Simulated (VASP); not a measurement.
# RbCl (Fm-3m) in VASP: settings compared, part 2 of 2

VASP 6.6.1. Earlier steps stand in the parts before.

## 3. Electric field gradients, PBE, collinear spin, ferromagnetic start

Contents of INCAR:

```
SYSTEM = RbCl
PREC = Accurate
ENCUT = 400
EDIFF = 1E-8
ISMEAR = 0
SIGMA = 0.01
LREAL = .FALSE.
LASPH = .TRUE.
NELM = 200
ALGO = Normal
ISIF = 2
LWAVE = .FALSE.
LCHARG = .FALSE.
ISPIN = 2
MAGMOM = 0.14 1.16
LORBIT = 11
NUPDOWN = 2.0
GGA = PE
LEFG = .TRUE.
NBANDS = 19
GGA_COMPAT = .FALSE.
```

Contents of KPOINTS:

```
Automatic mesh
0
Gamma
  1 1 1
  0.25 0.25 0.25
```

Contents of POSCAR:

```
RbCl
1.0
    0.0000000000      3.3087073290      3.3087073290
    3.3087073290      0.0000000000      3.3087073290
    3.3087073290      3.3087073290      0.0000000000
Rb Cl
1 1
Direct
    0.0000000000      0.0000000000      0.0000000000
    0.5000000000      0.5000000000      0.5000000000
```

Potentials or basis: VASP PAW PBE potentials, release 64 (Rb_sv, Cl).

Run with:

```
> cat potpaw_PBE.64/Rb_sv/POTCAR potpaw_PBE.64/Cl/POTCAR > POTCAR
> mpirun -np 1 vasp_std > vasp.out
```

OUTCAR:

```text
SYSTEM = RbCl
   PREC = Accurate
   ENCUT = 400
   EDIFF = 1E-8
   ISMEAR = 0
   LREAL = .FALSE.
   LASPH = .TRUE.
   NELM = 200
   ISIF = 2
   ISPIN = 2
   LORBIT = 11
   NUPDOWN = 2.0
   GGA = PE

 ion  position               nearest neighbor table
   1  0.000  0.000  0.000-   2 3.31   2 3.31   2 3.31   2 3.31   2 3.31   2 3.31
   2  0.500  0.500  0.500-   1 3.31   1 3.31   1 3.31   1 3.31   1 3.31   1 3.31

  LATTYP: Found a face centered cubic cell.
 ALAT       =     6.6174146580

  Lattice vectors:

 A1 = (   0.0000000000,   3.3087073290,   3.3087073290)
 A2 = (   3.3087073290,   0.0000000000,   3.3087073290)
 A3 = (   3.3087073290,   3.3087073290,   0.0000000000)

Analysis of symmetry for initial positions (statically):
=====================================================================
 Subroutine PRICEL returns:
 Original cell was already a primitive cell.

 Routine SETGRP: Setting up the symmetry group for a
 face centered cubic supercell.

 Subroutine GETGRP returns: Found 48 space group operations
 (whereof 48 operations were pure point group operations)
 out of a pool of 48 trial point group operations.

The static configuration has the point symmetry O_h .

Analysis of symmetry for dynamics (positions and initial velocities):
=====================================================================
 Subroutine PRICEL returns:
 Original cell was already a primitive cell.

 Routine SETGRP: Setting up the symmetry group for a
 face centered cubic supercell.

 Subroutine GETGRP returns: Found 48 space group operations
 (whereof 48 operations were pure point group operations)
[... 202 lines left out ...]
  -------------------------------------------------------------------------------------
  Total        4.9202802      4.9202802      4.9202802     -0.0000000      0.0000000     -0.0000000
  in kB      108.8166536    108.8166536    108.8166536     -0.0000000      0.0000000     -0.0000000
  external PRESSURE =     108.8166536 kB  Pullay stress =       0.0000000 kB

 VOLUME and BASIS-vectors are now :
 -----------------------------------------------------------------------------
  energy-cutoff  :      400.00
  volume of cell :       72.44
      direct lattice vectors                 reciprocal lattice vectors
     0.000000000  3.308707329  3.308707329    -0.151116418  0.151116418  0.151116418
     3.308707329  0.000000000  3.308707329     0.151116418 -0.151116418  0.151116418
     3.308707329  3.308707329  0.000000000     0.151116418  0.151116418 -0.151116418

 POSITION                                       TOTAL-FORCE (eV/Angst)
 -----------------------------------------------------------------------------------
      0.00000      0.00000      0.00000        -0.000000     -0.000000     -0.000000
      3.30871      3.30871      3.30871         0.000000      0.000000      0.000000
 -----------------------------------------------------------------------------------
    total drift:                                0.000000     -0.000000     -0.000000

  FREE ENERGIE OF THE ION-ELECTRON SYSTEM (eV)
  ---------------------------------------------------
  free  energy   TOTEN  =         0.0591345022 eV

  energy  without entropy=        0.0647763980  energy(sigma->0) =        0.06195545

 Electric field gradients (V/A^2)
---------------------------------------------------------------------
 ion       V_xx      V_yy      V_zz      V_xy      V_xz      V_yz
---------------------------------------------------------------------
   1      -0.000     0.000    -0.000     0.000     0.000     0.000
   2       0.000     0.000    -0.000    -0.001    -0.001    -0.001
---------------------------------------------------------------------

 Electric field gradients after diagonalization (V/A^2)
 (convention: |V_zz| > |V_xx| > |V_yy|)
----------------------------------------------------------------------
 ion       V_xx      V_yy      V_zz     asymmetry (V_yy - V_xx)/ V_zz
----------------------------------------------------------------------
   1      -0.000    -0.000     0.000       0.000
   2       0.001     0.001    -0.001       0.000
----------------------------------------------------------------------

           NMR quadrupolar parameters

 Cq : quadrupolar parameter    Cq=e*Q*V_zz/h
 eta: asymmetry parameters     (V_yy - V_xx)/ V_zz
 Q  : nuclear electric quadrupole moment in mb (millibarn)
----------------------------------------------------------------------
 ion       Cq(MHz)       eta       Q (mb)
----------------------------------------------------------------------
   1       0.000       0.000       1.000
   2      -0.000       0.000       1.000
----------------------------------------------------------------------

 total charge

# of ion       s       p       d       tot
------------------------------------------
    1        1.991   5.319   0.010   7.320
    2        1.664   3.275   0.000   4.939
--------------------------------------------------
tot          3.655   8.594   0.010  12.259

 magnetization (x)

# of ion       s       p       d       tot
------------------------------------------
    1        0.052   0.037   0.002   0.091
    2        0.063   0.744   0.000   0.807
--------------------------------------------------
tot          0.115   0.781   0.002   0.898
```

stdout:

```text
POSCAR found type information on POSCAR RbCl
 POSCAR found :  2 types and       2 ions
 scaLAPACK will be used
 LDA part: xc-table for (Slater+PW92), standard interpolation
 POSCAR, INCAR and KPOINTS ok, starting setup
 FFT: planning ... GRIDC
 FFT: planning ... GRID_SOFT
 FFT: planning ... GRID
 WAVECAR not read
 entering main loop
ion   1

ion   2
```

Run time: 9.1 s. Hardware: 1 thread of Intel Xeon Platinum 8559C (Emerald Rapids), shared host; peak memory 0.18 GiB.

Results:

```
Free energy                                           : 0.0591 eV
Pressure                                              : 10.9 GPa
Net moment                                            : 2.00 μB per cell
Site moments                                          : Rb +0.09; Cl +0.81 μB
Valence electrons inside the program's atomic spheres : Rb 7.32; Cl 4.94
```

Caveat: the k points lie up to 1.64 Å⁻¹ apart; without QUAD_EFG the Cq values of the log hold for a quadrupole moment of 1 mb, not for the nuclei; the total moment is fixed, so each spin has its own Fermi level.

## 4. Density of states, RPBE

POSCAR is that of step 3.

Contents of INCAR.step1:

```
PREC = Accurate
ENCUT = 400
EDIFF = 1E-6
ISMEAR = -1
SIGMA = 0.008617333262145177
LREAL = F
LASPH = T
NELM = 120
ALGO = Normal
ISIF = 2
LWAVE = F
LCHARG = T
GGA = RP
NBANDS = 15
ISYM = 0
GGA_COMPAT = F
NEDOS = 2001
LORBIT = 11
```

Contents of KPOINTS.step1:

```
Automatic mesh
0
Gamma
  2 2 2
  0 0 0.5
```

Contents of INCAR.step2:

```
PREC = Accurate
ENCUT = 400
EDIFF = 1E-6
ISMEAR = 0
SIGMA = 0.008617333262145177
LREAL = F
LASPH = T
NELM = 120
ALGO = Normal
ISIF = 2
LWAVE = F
LCHARG = F
GGA = RP
LORBIT = 10
NBANDS = 15
NEDOS = 2001
ICHARG = 11
ISYM = 0
GGA_COMPAT = F
```

Contents of KPOINTS.step2:

```
regular mesh
0
Gamma
  3 3 3
```

Potentials or basis: VASP PAW PBE potentials, release 64 (Rb_sv, Cl).

Run with:

```
> cat potpaw_PBE.64/Rb_sv/POTCAR potpaw_PBE.64/Cl/POTCAR > POTCAR
> cp INCAR.step1 INCAR
> cp KPOINTS.step1 KPOINTS
> mpirun -np 1 vasp_std > vasp.out
> cp INCAR.step2 INCAR
> cp KPOINTS.step2 KPOINTS
> mpirun -np 1 vasp_std > vasp.out
```

OUTCAR:

```text
PREC = Accurate
   ENCUT = 400
   EDIFF = 1E-6
   ISMEAR = 0
   LREAL = F
   LASPH = T
   NELM = 120
   ISIF = 2
   GGA = RP
   LORBIT = 10
   ICHARG = 11
   ISYM = 0

 ion  position               nearest neighbor table
   1  0.000  0.000  0.000-   2 3.31   2 3.31   2 3.31   2 3.31   2 3.31   2 3.31
   2  0.500  0.500  0.500-   1 3.31   1 3.31   1 3.31   1 3.31   1 3.31   1 3.31

[... 398 lines left out ...]
  -------------------------------------------------------------------------------------
  Total        0.9802940      0.9802940      0.9803022     -0.0000022     -0.0000217     -0.0000089
  in kB       21.6801296     21.6801294     21.6803115     -0.0000496     -0.0004807     -0.0001967
  external PRESSURE =      21.6801902 kB  Pullay stress =       0.0000000 kB

 VOLUME and BASIS-vectors are now :
 -----------------------------------------------------------------------------
  energy-cutoff  :      400.00
  volume of cell :       72.44
      direct lattice vectors                 reciprocal lattice vectors
     0.000000000  3.308707329  3.308707329    -0.151116418  0.151116418  0.151116418
     3.308707329  0.000000000  3.308707329     0.151116418 -0.151116418  0.151116418
     3.308707329  3.308707329  0.000000000     0.151116418  0.151116418 -0.151116418

 POSITION                                       TOTAL-FORCE (eV/Angst)
 -----------------------------------------------------------------------------------
      0.00000      0.00000      0.00000         0.000004     -0.000001      0.000004
      3.30871      3.30871      3.30871        -0.000004      0.000001     -0.000004
 -----------------------------------------------------------------------------------
    total drift:                               -0.000005     -0.000003     -0.000003

  FREE ENERGIE OF THE ION-ELECTRON SYSTEM (eV)
  ---------------------------------------------------
  free  energy   TOTEN  =        -6.3249618187 eV

  energy  without entropy=       -6.3249618187  energy(sigma->0) =       -6.32496182

 total charge

# of ion       s       p       d       tot
------------------------------------------
    1        1.941   5.359   0.021   7.321
    2        1.593   3.592   0.000   5.186
--------------------------------------------------
tot          3.535   8.951   0.021  12.507
```

OSZICAR.step1:

```text
N       E                     dE             d eps       ncg     rms          rms(c)
DAV:   1     0.767384306284E+02    0.76738E+02   -0.59366E+03   480   0.754E+02
DAV:   2    -0.141633004307E+01   -0.78155E+02   -0.71535E+02   704   0.157E+02
DAV:   3    -0.654463467617E+01   -0.51283E+01   -0.51030E+01   606   0.414E+01
DAV:   4    -0.668025442541E+01   -0.13562E+00   -0.13559E+00   732   0.670E+00
DAV:   5    -0.668185308557E+01   -0.15987E-02   -0.15986E-02   692   0.605E-01    0.329E+00
DAV:   6    -0.631703344712E+01    0.36482E+00   -0.54265E-01   669   0.351E+00    0.258E+00
DAV:   7    -0.630636314819E+01    0.10670E-01   -0.16028E-01   697   0.205E+00    0.154E+00
DAV:   8    -0.633370835039E+01   -0.27345E-01   -0.26938E-02   536   0.107E+00    0.180E-01
DAV:   9    -0.633624409236E+01   -0.25357E-02   -0.24144E-03   704   0.289E-01    0.127E-01
DAV:  10    -0.633743651985E+01   -0.11924E-02   -0.13910E-03   536   0.249E-01    0.287E-02
DAV:  11    -0.633747196765E+01   -0.35448E-04   -0.81007E-05   550   0.549E-02    0.225E-02
DAV:  12    -0.633748238142E+01   -0.10414E-04   -0.29138E-05   536   0.340E-02    0.668E-03
DAV:  13    -0.633748247051E+01   -0.89089E-07   -0.67272E-07   630   0.486E-03
   1 F= -.63374825E+01 E0= -.63374825E+01  d E =-.849878E-11
```

Run time: 11 s. Hardware: 1 thread of Intel Xeon Platinum 8559C (Emerald Rapids), shared host; peak memory 0.17 GiB.

Results:

```
Valence electrons inside the program's atomic spheres : Rb 7.32; Cl 5.19
```

Caveat: the k points lie up to 0.82 Å⁻¹ apart; the PAW data sets were made with another functional, which shifts forces and pressure a little.

## 5. The runs side by side

```tsv
task	level	spin	fixed moment (μB)	k mesh	smearing	k mesh for the DOS	occupations for the DOS	pressure (GPa)	moment (μB)
electric field gradients	PBE	collinear, ferromagnetic start	3.0	1 × 1 × 1	methfessel-paxton 0.0013 eV	-	-	13.2	3.00
electric field gradients	PBE	collinear, ferromagnetic start	2.0	1 × 1 × 1, shifted	gaussian 0.01 eV	-	-	10.9	2.00
density of states	RPBE	off	-	2 × 2 × 2, shifted	fermi-dirac 0.00861733 eV	3 × 3 × 3	gaussian	-	-
```

Alike in all rows: potentials or basis VASP PAW PBE potentials, release 64 (Rb_sv, Cl); cell as given; cutoff (eV) 400.

Caveats: all runs use coarse meshes; the total moment is fixed, so each spin has its own Fermi level (some runs); the PAW data sets were made with another functional, which shifts forces and pressure a little (some runs).

Absolute energies hang on the potentials; compare differences alone.
